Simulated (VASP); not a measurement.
# Mg in VASP: further runs

Runs on Mg. Level: PBEsol. Tasks: single point.

All numbers are computed with VASP 6.6.1; they aren't measurements. Logs are shortened: lines on timing, memory, paths and dates and some standing lists are left out, and cuts for length are marked.

## 1. The cell of the first run

Symmetry: Im-3m, No. 229, cubic system. The conventional cell has a = 3.272 Å, b = 3.272 Å, c = 3.272 Å, α = 90.00°, β = 90.00°, γ = 90.00°. Within 3.7 Å of Mg (site symmetry m-3m) lie 14 Mg at 2.83 to 3.27 Å.

This isn't the form of Mg at room conditions, which is hcp.

## 2. Single point, PBEsol (strain -0.080 along x and y, -0.080 along z)

INCAR reads:

```
SYSTEM = Mg
  PREC = Accurate
  ENCUT = 520
  EDIFF = 1E-6
  ISMEAR = 0
  SIGMA = 0.15
  LREAL = .FALSE.
  LASPH = .TRUE.
  NELM = 80
  ALGO = Normal
  ISIF = 2
  LWAVE = .FALSE.
  LCHARG = .TRUE.
  GGA = PS
  LELF = .TRUE.
  LVHAR = .TRUE.
  NBANDS = 7
```

KPOINTS reads:

```
regular mesh
0
G
  24 24 24
  0 0 0
```

POSCAR reads:

```
Mg
1.0
   -1.6360828613      1.6360828613      1.6360828613
    1.6360828613     -1.6360828613      1.6360828613
    1.6360828613      1.6360828613     -1.6360828613
Mg
1
Direct
    0.0000000000      0.0000000000      0.0000000000
```

Potentials or basis: VASP PAW PBE potentials, release 64 (Mg).

Launch:

```bash
$ cat potpaw_PBE.64/Mg/POTCAR > POTCAR
$ mpirun -np 1 vasp_std > vasp.out
```

OUTCAR:

```text
SYSTEM = Mg
   PREC = Accurate
   ENCUT = 520
   EDIFF = 1E-6
   ISMEAR = 0
   LREAL = .FALSE.
   LASPH = .TRUE.
   NELM = 80
   ISIF = 2
   GGA = PS

 ion  position               nearest neighbor table
   1  0.000  0.000  0.000-

  LATTYP: Found a body centered cubic cell.
 ALAT       =     3.2721657226

  Lattice vectors:

 A1 = (  -1.6360828613,   1.6360828613,   1.6360828613)
 A2 = (   1.6360828613,  -1.6360828613,   1.6360828613)
 A3 = (   1.6360828613,   1.6360828613,  -1.6360828613)

Analysis of symmetry for initial positions (statically):
=====================================================================
 Subroutine PRICEL returns:
 Original cell was already a primitive cell.

 Routine SETGRP: Setting up the symmetry group for a
 body centered cubic supercell.

 Subroutine GETGRP returns: Found 48 space group operations
 (whereof 48 operations were pure point group operations)
 out of a pool of 48 trial point group operations.

The static configuration has the point symmetry O_h .

Analysis of symmetry for dynamics (positions and initial velocities):
=====================================================================
 Subroutine PRICEL returns:
 Original cell was already a primitive cell.

 Routine SETGRP: Setting up the symmetry group for a
 body centered cubic supercell.

 Subroutine GETGRP returns: Found 48 space group operations
 (whereof 48 operations were pure point group operations)
 out of a pool of 48 trial point group operations.

The dynamic configuration has the point symmetry O_h .

 Subroutine INISYM returns: Found 48 space group operations
 (whereof 48 operations are pure point group operations),
 and found     1 'primitive' translations

----------------------------------------------------------------------------------------

                                     Primitive cell

  volume of cell :      17.5177

  direct lattice vectors                    reciprocal lattice vectors
    -1.636082861  1.636082861  1.636082861     0.000000000  0.305607993  0.305607993
     1.636082861 -1.636082861  1.636082861     0.305607993  0.000000000  0.305607993
     1.636082861  1.636082861 -1.636082861     0.305607993  0.305607993  0.000000000

  length of vectors
     2.833778641  2.833778641  2.833778641     0.432194969  0.432194969  0.432194969

  position of ions in fractional coordinates (direct lattice)
     0.000000000  0.000000000  0.000000000

  ion indices of the primitive-cell ions
   primitive index   ion index
                 1           1

----------------------------------------------------------------------------------------

 KPOINTS: regular mesh

Automatic generation of k-mesh.
 Grid dimensions read from file:
 generate k-points for:   24   24   24

 Generating k-lattice:

  Cartesian coordinates                     Fractional coordinates (reciprocal lattice)
     0.000000000  0.012733666  0.012733666     0.041666667  0.000000000  0.000000000
     0.012733666  0.000000000  0.012733666     0.000000000  0.041666667  0.000000000
     0.012733666  0.012733666  0.000000000     0.000000000  0.000000000  0.041666667

  Length of vectors
     0.018008124  0.018008124  0.018008124

  Shift w.r.t. Gamma in fractional coordinates (k-lattice)
     0.000000000  0.000000000  0.000000000

 Subroutine IBZKPT returns following result:
 ===========================================

 Found    413 irreducible k-points:

 Following reciprocal coordinates:
            Coordinates               Weight
  0.000000  0.000000  0.000000      1.000000
  0.041667  0.000000  0.000000     12.000000
  0.083333  0.000000  0.000000     12.000000
  0.125000  0.000000  0.000000     12.000000
  0.166667  0.000000  0.000000     12.000000
  0.208333  0.000000  0.000000     12.000000
[... 16 lines left out ...]
  0.416667  0.041667  0.000000     48.000000
  0.458333  0.041667  0.000000     48.000000
 [... further k-points ...]
   k-points           NKPTS =    413   k-points in BZ     NKDIM =    413   number of bands    NBANDS=      7
   number of dos      NEDOS =    301   number of ions     NIONS =      1
   total plane-waves  NPLWV =  13824
   dimension x,y,z NGX =    24 NGY =   24 NGZ =   24
   dimension x,y,z NGXF=    48 NGYF=   48 NGZF=   48
   ions per type =               1
   NGX,Y,Z   is equivalent  to a cutoff of  14.08, 14.08, 14.08 a.u.
   NGXF,Y,Z  is equivalent  to a cutoff of  28.16, 28.16, 28.16 a.u.
 SYSTEM =  Mg
   PREC   = accura    normal or accurate (medium, high low for compatibility)
   ISTART =      0    job   : 0-new  1-cont  2-samecut
   ICHARG =      2    charge: 1-file 2-atom 10-const
   ISPIN  =      1    spin polarized calculation?
   LNONCOLLINEAR =      F non collinear calculations
   LSORBIT =      F    spin-orbit coupling
   LASPH  =      T    aspherical Exc in radial PAW
   ENCUT  =  520.0 eV  38.22 Ry    6.18 a.u.   5.27  5.27  5.27*2*pi/ulx,y,z
   NELM   =     80;   NELMIN=  2; NELMDL= -5     # of ELM steps
   EDIFF  = 0.1E-05   stopping-criterion for ELM
   LREAL  =      F    real-space projection
   EDIFFG = 0.1E-04   stopping-criterion for IOM
   NSW    =      0    number of steps for IOM
   IBRION =     -1    ionic relax: 0-MD 1-quasi-New 2-CG
   NFREE  =      0    steps in history (QN), initial steepest desc. (CG)
   ISIF   =      2    stress and relaxation
   ISYM   =      2    0-nonsym 1-usesym 2-fastsym
   POTIM  = 0.5000    time-step for ionic-motion
   TEBEG  =    0.0;   TEEND  =   0.0 temperature during run
   PSTRESS=    0.0 pullay stress
   NELECT =       2.0000    total number of electrons
   NUPDOWN=      -1.0000    fix difference up-down
   EMIN   =  10.00;   EMAX   =-10.00  energy-range for DOS
   EFERMI =   0.00;   METHOD = LEGACY
   ISMEAR =     0;   SIGMA  =   0.15  broadening in eV -4-tet -1-fermi 0-gaus
   EFERMI_NEDOS =   21; number of points for ismear=-14 and -15
   IALGO  =     38    algorithm
   IMIX   =      4    mixing-type and parameters
     AMIX     =   0.40;   BMIX     =  1.00
     AMIX_MAG =   1.60;   BMIX_MAG =  1.00
  volume/ion in A,a.u.               =      17.52       118.21
  Fermi-wavevector in a.u.,A,eV,Ry     =   0.794193  1.500808  8.581779  0.630743
  Thomas-Fermi vector in A             =   1.900277
   LORBIT       =      0    0 simple, 1 ext, 2 COOP (PROOUT), +10 PAW based schemes
   GGA     = PS    functional components
   LHFCALC =     F    Hartree Fock is set to
   AEXX    =    0.0000 exact exchange contribution
   IVDW    =     0    specifies the selected vdW correction
   LEPSILON=     F    determine dielectric tensor
   LRPA    =     F    only Hartree local field effects (RPA)
 non-spin polarized calculation
 Gauss-broadening in eV      SIGMA  =   0.15
  energy-cutoff  :      520.00
  volume of cell :       17.52
 maximum number of plane-waves:       490
 NGX is ok and might be reduce to    24
   NGX = 11   NGY = 11   NGZ = 11

 number of electron       2.0000000 magnetization

 Free energy of the ion-electron system (eV)
  ---------------------------------------------------
  ext. energy  EPLUGINS =         0.00000000
  ---------------------------------------------------
  free energy    TOTEN  =        -1.50945933 eV

  energy without entropy =       -1.50594071  energy(sigma->0) =       -1.50770002

 E-fermi :   4.2100     XC(G=0):  -9.4311

 val. band max:        4.1935664548   @ k =  -0.4167  -0.4167   0.1667
 cond. band min:       4.2213015548   @ k =  -0.4583   0.4583   0.0833
 fundamental gap:      0.0277351000
 Fermi energy:         4.2100094809

 k-point     1 :       0.0000    0.0000    0.0000
  band No.  band energies     occupation
      1      -4.0104      2.00000
      2      19.1144      0.00000
      3      19.1144      0.00000
      4      19.1144      0.00000
      5      21.4538      0.00000
      6      21.4538      0.00000
      7      22.9192      0.00000

 k-point     2 :       0.0417    0.0000    0.0000
  band No.  band energies     occupation
      1      -3.9613      2.00000
      2      18.5957      0.00000
      3      18.8315      0.00000
      4      18.9787      0.00000
      5      20.8228      0.00000
      6      21.0112      0.00000
      7      23.1700      0.00000

 k-point     3 :       0.0833    0.0000    0.0000
  band No.  band energies     occupation
      1      -3.8144      2.00000
      2      17.2299      0.00000
      3      18.1938      0.00000
      4      18.6377      0.00000
      5      20.2637      0.00000
      6      20.4278      0.00000
      7      23.2711      0.00000

 k-point     4 :       0.1250    0.0000    0.0000
  band No.  band energies     occupation
      1      -3.5701      2.00000
      2      15.5903      0.00000
      3      17.4587      0.00000
      4      18.2045      0.00000
      5      19.5267      0.00000
      6      20.2256      0.00000
      7      23.2964      0.00000

 k-point     5 :       0.1667    0.0000    0.0000
  band No.  band energies     occupation
      1      -3.2296      2.00000
      2      13.9263      0.00000
      3      16.7378      0.00000
      4      17.7555      0.00000
      5      18.8525      0.00000
      6      20.0109      0.00000
      7      23.4301      0.00000

 k-point     6 :       0.2083    0.0000    0.0000
  band No.  band energies     occupation
      1      -2.7941      2.00000
      2      12.3015      0.00000
      3      16.0736      0.00000
      4      17.3300      0.00000
      5      18.2538      0.00000
      6      19.7403      0.00000
      7      23.7092      0.00000

 k-point     7 :       0.2500    0.0000    0.0000
  band No.  band energies     occupation
      1      -2.2655      2.00000
      2      10.7362      0.00000
      3      15.4844      0.00000
      4      16.9474      0.00000
      5      17.7345      0.00000
      6      19.4279      0.00000
      7      24.1391      0.00000
[... 121 lines left out ...]
 k-point    20 :       0.2917    0.0417    0.0000
  band No.  band energies     occupation
      1      -1.2676      2.00000
      2       8.5430      0.00000
      3      14.2469      0.00000
      4      16.3206      0.00000
      5      17.4033      0.00000
      6      19.3989      0.00000
      7      24.1185      0.00000

 k-point    21 :       0.3333    0.0417    0.0000
  band No.  band energies     occupation
      1      -0.5177      2.00000
      2       7.1574      0.00000
      3      13.8859      0.00000
      4      16.0581      0.00000
      5      17.0831      0.00000
      6      19.1400      0.00000
      7      24.6600      0.00000

 k-point    22 :       0.3750    0.0417   -0.0000
  band No.  band energies     occupation
      1       0.3132      2.00000
      2       5.8503      0.00000
      3      13.6139      0.00000
      4      15.8592      0.00000
      5      16.8420      0.00000
      6      18.9301      0.00000
      7      25.2244      0.00000

 k-point    23 :       0.4167    0.0417    0.0000
  band No.  band energies     occupation
      1       1.2120      2.00000
      2       4.6344      0.00006
      3      13.4321      0.00000
      4      15.7258      0.00000
      5      16.6810      0.00000
      6      18.7834      0.00000
      7      25.7381      0.00000

 k-point    24 :       0.4583    0.0417    0.0000
  band No.  band energies     occupation
      1       2.1015      2.00000
      2       3.5864      2.00000
      3      13.3410      0.00000
      4      15.6588      0.00000
      5      16.6004      0.00000
      6      18.7082      0.00000
      7      26.0719      0.00000

 [... further k-points ...]

------------------------ aborting loop because EDIFF is reached ----------------------------------------

  FORCE on cell =-STRESS in cart. coord.  units (eV):
  Direction    XX          YY          ZZ          XY          YZ          ZX
  --------------------------------------------------------------------------------------
  -------------------------------------------------------------------------------------
  Total        1.6451658      1.6451658      1.6451658      0.0000000      0.0000000     -0.0000000
  in kB      150.4680773    150.4680773    150.4680773      0.0000000      0.0000000     -0.0000000
  external PRESSURE =     150.4680773 kB  Pullay stress =       0.0000000 kB

 VOLUME and BASIS-vectors are now :
 -----------------------------------------------------------------------------
  energy-cutoff  :      520.00
  volume of cell :       17.52
      direct lattice vectors                 reciprocal lattice vectors
    -1.636082861  1.636082861  1.636082861     0.000000000  0.305607993  0.305607993
     1.636082861 -1.636082861  1.636082861     0.305607993  0.000000000  0.305607993
     1.636082861  1.636082861 -1.636082861     0.305607993  0.305607993  0.000000000

 POSITION                                       TOTAL-FORCE (eV/Angst)
 -----------------------------------------------------------------------------------
      0.00000      0.00000      0.00000        -0.000000      0.000000      0.000000
 -----------------------------------------------------------------------------------
    total drift:                                0.000000     -0.000000     -0.000000

  FREE ENERGIE OF THE ION-ELECTRON SYSTEM (eV)
  ---------------------------------------------------
  free  energy   TOTEN  =        -1.5094593277 eV

  energy  without entropy=       -1.5059407095  energy(sigma->0) =       -1.50770002
```

It took 53 s on 1 thread of Intel Xeon 8259CL, shared host; peak memory 0.18 GiB.

Results:

| Property | Result |
| --- | --- |
| Free energy | -1.5095 eV |
| Pressure | 15.0 GPa |
| Band gap on the k mesh | zero (bands 1 and 2 overlap by 4.92 eV) |

Caveat: the cell differs from its parent crystal (strain -0.080 along x and y, -0.080 along z); the cell stands under pressure; the PAW data sets were made with another functional, which shifts forces and pressure a little.

## 3. Single point, PBEsol (strain -0.040 along x and y, -0.040 along z)

INCAR reads:

```
SYSTEM = Mg
PREC = Accurate
ENCUT = 520
EDIFF = 1E-6
ISMEAR = 0
SIGMA = 0.15
LREAL = .False.
LASPH = .True.
NELM = 60
ALGO = Fast
ISIF = 2
LWAVE = .False.
LCHARG = .False.
GGA = PS
NBANDS = 7
```

KPOINTS reads:

```
regular mesh
0
Gamma
  24 24 24
  0 0 0
```

POSCAR reads:

```
Mg
1.0
   -1.7072168988      1.7072168988      1.7072168988
    1.7072168988     -1.7072168988      1.7072168988
    1.7072168988      1.7072168988     -1.7072168988
Mg
1
Direct
    0.0000000000      0.0000000000      0.0000000000
```

Potentials or basis: VASP PAW PBE potentials, release 64 (Mg).

Launch:

```bash
$ cat potpaw_PBE.64/Mg/POTCAR > POTCAR
$ mpirun -np 1 vasp_std > vasp.out
```

OUTCAR:

```text
SYSTEM = Mg
   PREC = Accurate
   ENCUT = 520
   EDIFF = 1E-6
   ISMEAR = 0
   LREAL = .False.
   LASPH = .True.
   NELM = 60
   ISIF = 2
   GGA = PS

 ion  position               nearest neighbor table
   1  0.000  0.000  0.000-

  LATTYP: Found a body centered cubic cell.
 ALAT       =     3.4144337976

  Lattice vectors:

 A1 = (  -1.7072168988,   1.7072168988,   1.7072168988)
 A2 = (   1.7072168988,  -1.7072168988,   1.7072168988)
 A3 = (   1.7072168988,   1.7072168988,  -1.7072168988)
[... 420 lines left out ...]
      7      23.7497      0.00000

 [... further k-points ...]

------------------------ aborting loop because EDIFF is reached ----------------------------------------

  FORCE on cell =-STRESS in cart. coord.  units (eV):
  Direction    XX          YY          ZZ          XY          YZ          ZX
  --------------------------------------------------------------------------------------
  -------------------------------------------------------------------------------------
  Total        0.7046339      0.7046339      0.7046339      0.0000000     -0.0000000      0.0000000
  in kB       56.7215374     56.7215374     56.7215374      0.0000000     -0.0000000      0.0000000
  external PRESSURE =      56.7215374 kB  Pullay stress =       0.0000000 kB

 VOLUME and BASIS-vectors are now :
 -----------------------------------------------------------------------------
  energy-cutoff  :      520.00
  volume of cell :       19.90
      direct lattice vectors                 reciprocal lattice vectors
    -1.707216899  1.707216899  1.707216899     0.000000000  0.292874327  0.292874327
     1.707216899 -1.707216899  1.707216899     0.292874327  0.000000000  0.292874327
     1.707216899  1.707216899 -1.707216899     0.292874327  0.292874327  0.000000000

 POSITION                                       TOTAL-FORCE (eV/Angst)
 -----------------------------------------------------------------------------------
      0.00000      0.00000      0.00000         0.000000      0.000000     -0.000000
 -----------------------------------------------------------------------------------
    total drift:                                0.000000     -0.000000     -0.000000

  FREE ENERGIE OF THE ION-ELECTRON SYSTEM (eV)
  ---------------------------------------------------
  free  energy   TOTEN  =        -1.6572601842 eV

  energy  without entropy=       -1.6533766596  energy(sigma->0) =       -1.65531842
```

Run time: 53 s. Hardware: 1 thread of Intel Xeon 8259CL, shared host; peak memory 0.19 GiB.

Results:

* Free energy: -1.6573 eV
* Pressure: 5.7 GPa
* Band gap on the k mesh: zero (bands 1 and 2 overlap by 4.93 eV)

Caveat: the cell differs from its parent crystal (strain -0.040 along x and y, -0.040 along z); the cell stands under pressure; the PAW data sets were made with another functional, which shifts forces and pressure a little.

[end of part 1 of 2]
